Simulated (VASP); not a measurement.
# KCl (F-43m) in VASP: elastic constants with LDA

Aim: the elastic constants of KCl with LDA.

Program: VASP 6.6.1. These are calculated values, not measurements. Logs are shortened: lines on timing, memory, paths and dates and some standing lists are left out, and cuts for length are marked.

**1. The cell of the first run**

The structure is cubic, space group F-43m (No. 216). The conventional cell has a = 6.915 Å, b = 6.915 Å, c = 6.915 Å, α = 90.00°, β = 90.00°, γ = 90.00°. K (site symmetry -43m) has 4 Cl at 2.99 Å within 3.9 Å. Cl (site symmetry -43m) has 4 K at 2.99 Å within 3.9 Å.

**2. Elastic constants, LDA**

INCAR reads:

```
ALGO = Normal
EDIFF = 1E-8
ENCUT = 600
IBRION = 6
ISIF = 3
ISMEAR = 0
LASPH = T
LCHARG = F
LREAL = F
LWAVE = F
NELM = 100
NFREE = 2
NSW = 1
POTIM = 0.015
PREC = Accurate
SIGMA = 0.01
```

KPOINTS reads:

```
k-points
0
Gamma
  6 6 6
```

POSCAR reads:

```
KCl
1.0
    0.0000000000      3.4573000000      3.4573000000
    3.4573000000      0.0000000000      3.4573000000
    3.4573000000      3.4573000000      0.0000000000
K Cl
1 1
Direct
    0.0000000000      0.0000000000      0.0000000000
    0.2500000000      0.2500000000      0.2500000000
```

Potentials or basis: VASP PAW LDA potentials, release 64 (K_sv, Cl).

Command:

```bash
$ cat potpaw_LDA.64/K_sv/POTCAR potpaw_LDA.64/Cl/POTCAR > POTCAR
$ mpirun -np 1 vasp_std > vasp.out
```

OUTCAR:

```text
EDIFF = 1E-8
   ENCUT = 600
   IBRION = 6
   ISIF = 3
   ISMEAR = 0
   LASPH = T
   LREAL = F
   NELM = 100
   NFREE = 2
   NSW = 1
   POTIM = 0.015
   PREC = Accurate

 ion  position               nearest neighbor table
   1  0.000  0.000  0.000-   2 2.99   2 2.99   2 2.99   2 2.99
   2  0.250  0.250  0.250-   1 2.99   1 2.99   1 2.99   1 2.99

  LATTYP: Found a face centered cubic cell.
 ALAT       =     6.9146000000

  Lattice vectors:

 A1 = (   0.0000000000,   3.4573000000,   3.4573000000)
 A2 = (   3.4573000000,   0.0000000000,   3.4573000000)
 A3 = (   3.4573000000,   3.4573000000,   0.0000000000)

Analysis of symmetry for initial positions (statically):
=====================================================================
 Subroutine PRICEL returns:
 Original cell was already a primitive cell.

 Routine SETGRP: Setting up the symmetry group for a
 face centered cubic supercell.

 Subroutine GETGRP returns: Found 24 space group operations
 (whereof 24 operations were pure point group operations)
 out of a pool of 48 trial point group operations.

The static configuration has the point symmetry T_d .

Analysis of symmetry for dynamics (positions and initial velocities):
=====================================================================
 Subroutine PRICEL returns:
 Original cell was already a primitive cell.

 Routine SETGRP: Setting up the symmetry group for a
 face centered cubic supercell.

 Subroutine GETGRP returns: Found 24 space group operations
 (whereof 24 operations were pure point group operations)
 out of a pool of 48 trial point group operations.

The dynamic configuration has the point symmetry T_d .

 Subroutine INISYM returns: Found 24 space group operations
 (whereof 24 operations are pure point group operations),
 and found     1 'primitive' translations

----------------------------------------------------------------------------------------

                                     Primitive cell

  volume of cell :      82.6497

  direct lattice vectors                    reciprocal lattice vectors
     0.000000000  3.457300000  3.457300000    -0.144621525  0.144621525  0.144621525
     3.457300000  0.000000000  3.457300000     0.144621525 -0.144621525  0.144621525
     3.457300000  3.457300000  0.000000000     0.144621525  0.144621525 -0.144621525

  length of vectors
     4.889360549  4.889360549  4.889360549     0.250491830  0.250491830  0.250491830

  position of ions in fractional coordinates (direct lattice)
     0.000000000  0.000000000  0.000000000
     0.250000000  0.250000000  0.250000000

  ion indices of the primitive-cell ions
   primitive index   ion index
                 1           1
                 2           2

----------------------------------------------------------------------------------------

 KPOINTS: k-points

Automatic generation of k-mesh.
 Grid dimensions read from file:
 generate k-points for:    6    6    6

 Generating k-lattice:

  Cartesian coordinates                     Fractional coordinates (reciprocal lattice)
    -0.024103588  0.024103588  0.024103588     0.166666667  0.000000000  0.000000000
     0.024103588 -0.024103588  0.024103588     0.000000000  0.166666667  0.000000000
     0.024103588  0.024103588 -0.024103588     0.000000000  0.000000000  0.166666667

[... 97 lines left out ...]

------------------------ aborting loop because EDIFF is reached ----------------------------------------

  FORCE on cell =-STRESS in cart. coord.  units (eV):
  Direction    XX          YY          ZZ          XY          YZ          ZX
  --------------------------------------------------------------------------------------
  -------------------------------------------------------------------------------------
  Total       -0.3678005     -0.3678005     -0.3678005      0.0000000      0.0000000     -0.0000000
  in kB       -7.1298716     -7.1298716     -7.1298716      0.0000000      0.0000000     -0.0000000
  external PRESSURE =      -7.1298716 kB  Pullay stress =       0.0000000 kB
[... 89 lines left out ...]
  FREE ENERGIE OF THE ION-ELECTRON SYSTEM (eV)
  ---------------------------------------------------
  free  energy   TOTEN  =        -7.0744416396 eV

  energy  without entropy=       -7.0744416396  energy(sigma->0) =       -7.07444164

[... ionic steps 4 to 14 ...]

--------------------------------------- Ionic step       15  -------------------------------------------

 number of electron      16.0000002 magnetization

------------------------ aborting loop because EDIFF is reached ----------------------------------------
[... 67 lines left out ...]
--------------------------------------- Ionic step       17  -------------------------------------------

 number of electron      16.0000001 magnetization

 Free energy of the ion-electron system (eV)
  ---------------------------------------------------
  ext. energy  EPLUGINS =         0.00000000
  ---------------------------------------------------
  free energy    TOTEN  =        -7.06949443 eV

  energy without entropy =       -7.06949443  energy(sigma->0) =       -7.06949443

 E-fermi :  -3.2121     XC(G=0):  -6.7725

 val. band max:       -3.3393816263   @ k =   0.0000   0.5000   0.5000
 cond. band min:       1.1961026899   @ k =   0.0000   0.0000   0.0000
 fundamental gap:      4.5354843162
 Fermi energy:        -3.2121405888

 k-point     1 :       0.0000    0.0000    0.0000
  band No.  band energies     occupation
      1     -30.1152      2.00000
      2     -14.9996      2.00000
      3     -13.8570      2.00000
      4     -13.8564      2.00000
      5     -13.8561      2.00000
      6      -3.4021      2.00000
      7      -3.3998      2.00000
      8      -3.3973      2.00000
      9       1.1961      0.00000
     10       5.8866      0.00000
     11       5.8869      0.00000
     12       6.9637      0.00000
[... 331 lines left out ...]
 k-point    24 :       0.0000    0.5000    0.1667
  band No.  band energies     occupation
      1     -30.1107      2.00000
      2     -15.2177      2.00000
      3     -13.8875      2.00000
      4     -13.8755      2.00000
      5     -13.5959      2.00000
      6      -3.6966      2.00000
      7      -3.4239      2.00000
      8      -3.3570      2.00000
      9       3.4920      0.00000
     10       4.1806      0.00000
     11       5.3678      0.00000
     12       5.6968      0.00000

 [... further k-points ...]
[... 5 lines left out ...]
  --------------------------------------------------------------------------------------
  -------------------------------------------------------------------------------------
  Total       -0.3672293     -0.3665746     -0.3665746      0.0000000      0.0360244      0.0000000
  in kB       -7.1187984     -7.1061073     -7.1061073      0.0000000      0.6983393      0.0000000
  external PRESSURE =      -7.1103377 kB  Pullay stress =       0.0000000 kB
[... 17 lines left out ...]
  FREE ENERGIE OF THE ION-ELECTRON SYSTEM (eV)
  ---------------------------------------------------
  free  energy   TOTEN  =        -7.0694944342 eV

  energy  without entropy=       -7.0694944342  energy(sigma->0) =       -7.06949443

 INTERNAL STRAIN TENSORS FROM STRAINED CELLS
 ============================================

 INTERNAL STRAIN TENSOR FOR ION    1 for displacements in x,y,z  (eV/Angst):
          X           Y           Z          XY          YZ          ZX
  --------------------------------------------------------------------------------
  x    -0.00000    -0.00000    -0.00000     0.00000     2.39316    -0.00000
  y    -0.00000     0.00000    -0.00000     0.00000     0.00000     2.39385
  z    -0.00000    -0.00000     0.00000     2.39288     0.00000    -0.00000

 INTERNAL STRAIN TENSORS FROM DISPLACED ATOMS
 ============================================

 INTERNAL STRAIN TENSOR FOR ION    1 for displacements in x,y,z  (eV/Angst):
          X           Y           Z          XY          YZ          ZX
  --------------------------------------------------------------------------------
  x     0.00000     0.00000     0.00000     0.00000     2.39545     0.00000
  y    -0.00000     0.00000    -0.00000     0.00000     0.00000     2.39545
  z     0.00000     0.00000     0.00000     2.39545     0.00000     0.00000

 INTERNAL STRAIN TENSOR FOR ION    2 for displacements in x,y,z  (eV/Angst):
          X           Y           Z          XY          YZ          ZX
  --------------------------------------------------------------------------------
  x     0.00000     0.00000     0.00000     0.00000    -2.40078     0.00000
  y     0.00000     0.00000     0.00000     0.00000     0.00000    -2.40078
  z     0.00000     0.00000     0.00000    -2.40078     0.00000     0.00000

 Eigenvectors and eigenvalues of the dynamical matrix
 ----------------------------------------------------

   1 f  =    4.610041 THz    28.965741 2PiTHz  153.774409 cm-1    19.065588 meV
             X         Y         Z           dx          dy          dz
      0.000000  0.000000  0.000000     0.000000    0.688700    0.000000
      1.728650  1.728650  1.728650     0.000000   -0.725046    0.000000
[... 21 lines left out ...]
   6 f/i=    0.005751 THz     0.036137 2PiTHz    0.191843 cm-1     0.023785 meV
             X         Y         Z           dx          dy          dz
      0.000000  0.000000  0.000000     0.000000    0.000000    0.725046
      1.728650  1.728650  1.728650     0.000000    0.000000    0.688700

--------------------------------------------------------------------------------------------------------

 ELASTIC MODULI CONTR FROM IONIC RELAXATION (kBar)
 Direction    XX          YY          ZZ          XY          YZ          ZX
 --------------------------------------------------------------------------------
 XX          -0.0000     -0.0000     -0.0000     -0.0000      0.0000      0.0000
 YY          -0.0000     -0.0000     -0.0000     -0.0000     -0.0000      0.0000
 ZZ          -0.0000     -0.0000     -0.0000     -0.0000     -0.0000      0.0000
 XY          -0.0000     -0.0000     -0.0000    -68.9604      0.0000      0.0000
 YZ           0.0000     -0.0000     -0.0000      0.0000    -68.9604     -0.0000
 ZX           0.0000      0.0000      0.0000      0.0000     -0.0000    -68.9604
 --------------------------------------------------------------------------------

 TOTAL ELASTIC MODULI (kBar)
 Direction    XX          YY          ZZ          XY          YZ          ZX
 --------------------------------------------------------------------------------
 XX         135.6739    118.2115    118.2115      0.0000      0.0000      0.0000
 YY         118.2115    135.6739    118.2115      0.0000      0.0000      0.0000
 ZZ         118.2115    118.2115    135.6739     -0.0000     -0.0000      0.0000
 XY           0.0000      0.0000     -0.0000     37.1730      0.0000      0.0000
 YZ           0.0000      0.0000     -0.0000      0.0000     37.1730     -0.0000
 ZX           0.0000      0.0000      0.0000      0.0000     -0.0000     37.1730
 --------------------------------------------------------------------------------
```

Run time: 22 min. Hardware: 1 thread of Intel Xeon 8259CL, shared host; peak memory 0.3 GiB.

Results:

* Elastic constants C11, C12, C44: 14, 12, 4 GPa
* Voigt bulk modulus: 12 GPa
* Highest phonon frequency at Γ, LO-TO splitting left out: 154 cm⁻¹

Phonon frequencies in cm⁻¹ (negative: imaginary):
| q point | frequencies |
| --- | --- |
| (0.000, 0.000, 0.000) | 0 0 0 154 154 154 |

Elastic tensor in Voigt notation (GPa, in the Cartesian axes of the cell as first typed):
```
14 12 12  0  0  0
12 14 12  0  0  0
12 12 14  0  0  0
 0  0  0  4  0  0
 0  0  0  0  4  0
 0  0  0  0  0  4
```

Clamped-ion elastic tensor (GPa):
```
14 12 12  0  0  0
12 14 12  0  0  0
12 12 14  0  0  0
 0  0  0 11  0  0
 0  0  0  0 11  0
 0  0  0  0  0 11
```
